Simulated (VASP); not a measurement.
# RhN (F-43m) in VASP: further runs, part 2 of 2

VASP 6.6.1. Earlier steps stand in the parts before.

### Step 4. Single point, PBEsol

INCAR reads:

```
SYSTEM = RhN
  PREC = Accurate
  ENCUT = 520
  EDIFF = 1E-6
  ISMEAR = 0
  SIGMA = 0.05
  LREAL = .FALSE.
  LASPH = .TRUE.
  NELM = 80
  ALGO = Normal
  ISIF = 2
  LWAVE = .FALSE.
  LCHARG = .FALSE.
  GGA = PS
  NBANDS = 17
```

KPOINTS reads:

```
Automatic mesh
0
G
  12 12 12
  0 0 0
```

POSCAR reads:

```
RhN
1.0
    0.0000000000      2.2995982485      2.2995982485
    2.2995982485      0.0000000000      2.2995982485
    2.2995982485      2.2995982485      0.0000000000
Rh N
1 1
Direct
    0.0000000000      0.0000000000      0.0000000000
    0.2500000000      0.2500000000      0.2500000000
```

Potentials or basis: VASP PAW PBE potentials, release 64 (Rh_pv, N).

The run is started by

```
> cat potpaw_PBE.64/Rh_pv/POTCAR potpaw_PBE.64/N/POTCAR > POTCAR
> mpirun -np 1 vasp_std > vasp.out
```

OUTCAR:

```text
SYSTEM = RhN
   PREC = Accurate
   ENCUT = 520
   EDIFF = 1E-6
   ISMEAR = 0
   LREAL = .FALSE.
   LASPH = .TRUE.
   NELM = 80
   ISIF = 2
   GGA = PS

 ion  position               nearest neighbor table
   1  0.000  0.000  0.000-   2 1.99   2 1.99   2 1.99   2 1.99
   2  0.250  0.250  0.250-   1 1.99   1 1.99   1 1.99   1 1.99

  LATTYP: Found a face centered cubic cell.
 ALAT       =     4.5991964970

  Lattice vectors:

 A1 = (   0.0000000000,   2.2995982485,   2.2995982485)
 A2 = (   2.2995982485,   0.0000000000,   2.2995982485)
 A3 = (   2.2995982485,   2.2995982485,   0.0000000000)

Analysis of symmetry for initial positions (statically):
=====================================================================
 Subroutine PRICEL returns:
 Original cell was already a primitive cell.

 Routine SETGRP: Setting up the symmetry group for a
 face centered cubic supercell.

 Subroutine GETGRP returns: Found 24 space group operations
 (whereof 24 operations were pure point group operations)
 out of a pool of 48 trial point group operations.

The static configuration has the point symmetry T_d .

Analysis of symmetry for dynamics (positions and initial velocities):
=====================================================================
 Subroutine PRICEL returns:
 Original cell was already a primitive cell.

 Routine SETGRP: Setting up the symmetry group for a
 face centered cubic supercell.

 Subroutine GETGRP returns: Found 24 space group operations
 (whereof 24 operations were pure point group operations)
 out of a pool of 48 trial point group operations.

The dynamic configuration has the point symmetry T_d .

 Subroutine INISYM returns: Found 24 space group operations
 (whereof 24 operations are pure point group operations),
 and found     1 'primitive' translations

----------------------------------------------------------------------------------------

                                     Primitive cell

  volume of cell :      24.3213

  direct lattice vectors                    reciprocal lattice vectors
     0.000000000  2.299598249  2.299598249    -0.217429284  0.217429284  0.217429284
     2.299598249  0.000000000  2.299598249     0.217429284 -0.217429284  0.217429284
     2.299598249  2.299598249  0.000000000     0.217429284  0.217429284 -0.217429284

  length of vectors
     3.252123031  3.252123031  3.252123031     0.376598566  0.376598566  0.376598566

  position of ions in fractional coordinates (direct lattice)
     0.000000000  0.000000000  0.000000000
     0.250000000  0.250000000  0.250000000

  ion indices of the primitive-cell ions
   primitive index   ion index
                 1           1
                 2           2

----------------------------------------------------------------------------------------

 KPOINTS: Automatic mesh

Automatic generation of k-mesh.
 Grid dimensions read from file:
 generate k-points for:   12   12   12

 Generating k-lattice:

  Cartesian coordinates                     Fractional coordinates (reciprocal lattice)
    -0.018119107  0.018119107  0.018119107     0.083333333  0.000000000  0.000000000
     0.018119107 -0.018119107  0.018119107     0.000000000  0.083333333  0.000000000
     0.018119107  0.018119107 -0.018119107     0.000000000  0.000000000  0.083333333

  Length of vectors
     0.031383214  0.031383214  0.031383214

  Shift w.r.t. Gamma in fractional coordinates (k-lattice)
     0.000000000  0.000000000  0.000000000

 Subroutine IBZKPT returns following result:
 ===========================================

 Found     72 irreducible k-points:

 Following reciprocal coordinates:
            Coordinates               Weight
  0.000000  0.000000  0.000000      1.000000
  0.083333  0.000000  0.000000      8.000000
  0.166667  0.000000  0.000000      8.000000
  0.250000  0.000000  0.000000      8.000000
  0.333333  0.000000  0.000000      8.000000
  0.416667  0.000000  0.000000      8.000000
[... 16 lines left out ...]
  0.500000  0.166667  0.000000     24.000000
 -0.416667  0.166667  0.000000     24.000000
 [... further k-points ...]
   k-points           NKPTS =     72   k-points in BZ     NKDIM =     72   number of bands    NBANDS=     17
   number of dos      NEDOS =    301   number of ions     NIONS =      2
   total plane-waves  NPLWV =  13824
   dimension x,y,z NGX =    24 NGY =   24 NGZ =   24
   dimension x,y,z NGXF=    48 NGYF=   48 NGZF=   48
   ions per type =               1   1
   NGX,Y,Z   is equivalent  to a cutoff of  12.27, 12.27, 12.27 a.u.
   NGXF,Y,Z  is equivalent  to a cutoff of  24.54, 24.54, 24.54 a.u.
 SYSTEM =  RhN
   PREC   = accura    normal or accurate (medium, high low for compatibility)
   ISTART =      0    job   : 0-new  1-cont  2-samecut
   ICHARG =      2    charge: 1-file 2-atom 10-const
   ISPIN  =      1    spin polarized calculation?
   LNONCOLLINEAR =      F non collinear calculations
   LSORBIT =      F    spin-orbit coupling
   LASPH  =      T    aspherical Exc in radial PAW
   ENCUT  =  520.0 eV  38.22 Ry    6.18 a.u.   6.05  6.05  6.05*2*pi/ulx,y,z
   NELM   =     80;   NELMIN=  2; NELMDL= -5     # of ELM steps
   EDIFF  = 0.1E-05   stopping-criterion for ELM
   LREAL  =      F    real-space projection
   EDIFFG = 0.1E-04   stopping-criterion for IOM
   NSW    =      0    number of steps for IOM
   IBRION =     -1    ionic relax: 0-MD 1-quasi-New 2-CG
   NFREE  =      0    steps in history (QN), initial steepest desc. (CG)
   ISIF   =      2    stress and relaxation
   ISYM   =      2    0-nonsym 1-usesym 2-fastsym
   POTIM  = 0.5000    time-step for ionic-motion
   TEBEG  =    0.0;   TEEND  =   0.0 temperature during run
   PSTRESS=    0.0 pullay stress
   NELECT =      20.0000    total number of electrons
   NUPDOWN=      -1.0000    fix difference up-down
   EMIN   =  10.00;   EMAX   =-10.00  energy-range for DOS
   EFERMI =   0.00;   METHOD = LEGACY
   ISMEAR =     0;   SIGMA  =   0.05  broadening in eV -4-tet -1-fermi 0-gaus
   EFERMI_NEDOS =   21; number of points for ismear=-14 and -15
   IALGO  =     38    algorithm
   IMIX   =      4    mixing-type and parameters
     AMIX     =   0.40;   BMIX     =  1.00
     AMIX_MAG =   1.60;   BMIX_MAG =  1.00
  volume/ion in A,a.u.               =      12.16        82.06
  Fermi-wavevector in a.u.,A,eV,Ry     =   1.533756  2.898378 32.006435  2.352407
  Thomas-Fermi vector in A             =   2.640779
   LORBIT       =      0    0 simple, 1 ext, 2 COOP (PROOUT), +10 PAW based schemes
   GGA     = PS    functional components
   LHFCALC =     F    Hartree Fock is set to
   AEXX    =    0.0000 exact exchange contribution
   IVDW    =     0    specifies the selected vdW correction
   LEPSILON=     F    determine dielectric tensor
   LRPA    =     F    only Hartree local field effects (RPA)
 non-spin polarized calculation
 Gauss-broadening in eV      SIGMA  =   0.05
  energy-cutoff  :      520.00
  volume of cell :       24.32
 maximum number of plane-waves:       664
   NGX = 13   NGY = 13   NGZ = 13

 number of electron      20.0000001 magnetization

 Free energy of the ion-electron system (eV)
  ---------------------------------------------------
  ext. energy  EPLUGINS =         0.00000000
  ---------------------------------------------------
  free energy    TOTEN  =       -15.93358062 eV

  energy without entropy =      -15.93165573  energy(sigma->0) =      -15.93261818

 E-fermi :   8.5506     XC(G=0): -12.5039

 val. band max:        8.5313531167   @ k =  -0.4167   0.3333   0.1667
 cond. band min:       8.5729618876   @ k =  -0.3333   0.3333   0.1667
 fundamental gap:      0.0416087709
 Fermi energy:         8.5505700090

 k-point     1 :       0.0000    0.0000    0.0000
  band No.  band energies     occupation
      1     -38.8621      2.00000
      2     -38.8621      2.00000
      3     -38.8621      2.00000
      4      -8.1461      2.00000
      5       1.4186      2.00000
      6       1.4186      2.00000
[... 9 lines left out ...]
     16      22.6038      0.00000
     17      26.6656      0.00000

 k-point     2 :       0.0833    0.0000    0.0000
  band No.  band energies     occupation
      1     -38.8701      2.00000
      2     -38.8633      2.00000
      3     -38.8633      2.00000
      4      -8.0801      2.00000
      5       1.3662      2.00000
      6       1.4699      2.00000
[... 9 lines left out ...]
     16      22.7184      0.00000
     17      26.8995      0.00000
[... 421 lines left out ...]
 k-point    24 :      -0.4167    0.1667    0.0000
  band No.  band energies     occupation
      1     -38.9713      2.00000
      2     -38.9012      2.00000
      3     -38.8846      2.00000
      4      -7.1330      2.00000
      5       1.8071      2.00000
      6       2.2982      2.00000
[... 9 lines left out ...]
     16      23.2203      0.00000
     17      27.2937      0.00000

 [... further k-points ...]
[... 5 lines left out ...]
  --------------------------------------------------------------------------------------
  -------------------------------------------------------------------------------------
  Total       -1.2946567     -1.2946567     -1.2946567      0.0000000      0.0000000     -0.0000000
  in kB      -85.2863027    -85.2863027    -85.2863027      0.0000000      0.0000000     -0.0000000
  external PRESSURE =     -85.2863027 kB  Pullay stress =       0.0000000 kB

 VOLUME and BASIS-vectors are now :
 -----------------------------------------------------------------------------
  energy-cutoff  :      520.00
  volume of cell :       24.32
      direct lattice vectors                 reciprocal lattice vectors
     0.000000000  2.299598249  2.299598249    -0.217429284  0.217429284  0.217429284
     2.299598249  0.000000000  2.299598249     0.217429284 -0.217429284  0.217429284
     2.299598249  2.299598249  0.000000000     0.217429284  0.217429284 -0.217429284

 POSITION                                       TOTAL-FORCE (eV/Angst)
 -----------------------------------------------------------------------------------
      0.00000      0.00000      0.00000        -0.000000     -0.000000     -0.000000
      1.14980      1.14980      1.14980         0.000000      0.000000      0.000000
 -----------------------------------------------------------------------------------
    total drift:                               -0.000001     -0.000001     -0.000001

  FREE ENERGIE OF THE ION-ELECTRON SYSTEM (eV)
  ---------------------------------------------------
  free  energy   TOTEN  =       -15.9335806225 eV

  energy  without entropy=      -15.9316557341  energy(sigma->0) =      -15.93261818
```

Wall time 23 s (1 thread of Intel Xeon 8259CL, shared host); peak memory 0.16 GiB.

Results:

```
Free energy            : -15.9336 eV
Pressure               : -8.5 GPa
Band gap on the k mesh : zero (bands 10 and 11 overlap by 2.90 eV)
```

Caveat: the cell stands under tension; the PAW data sets were made with another functional, which shifts forces and pressure a little.

### Step 5. Overview

```tsv
level	cell	gap on the mesh (eV)	pressure (GPa)
PBE	a = 3.252 Å, angles 60.0°, 2 atoms	none	0.0
PBE	a = 3.230 Å, angles 60.0°, 2 atoms	none	4.7
PBEsol	a = 3.252 Å, angles 60.0°, 2 atoms	none	-8.5
```

Alike in all rows: task single point; potentials or basis VASP PAW PBE potentials, release 64 (Rh_pv, N); no spin polarisation; k mesh 12 × 12 × 12; cutoff (eV) 520; smearing gaussian 0.05 eV.

Caveats: the cell stands under pressure (at least some runs); the cell stands under tension (at least some runs); the PAW data sets were made with another functional, which shifts forces and pressure a little (at least some runs).

Total energies depend on the potentials used, so only differences within one code and one set of settings carry meaning.
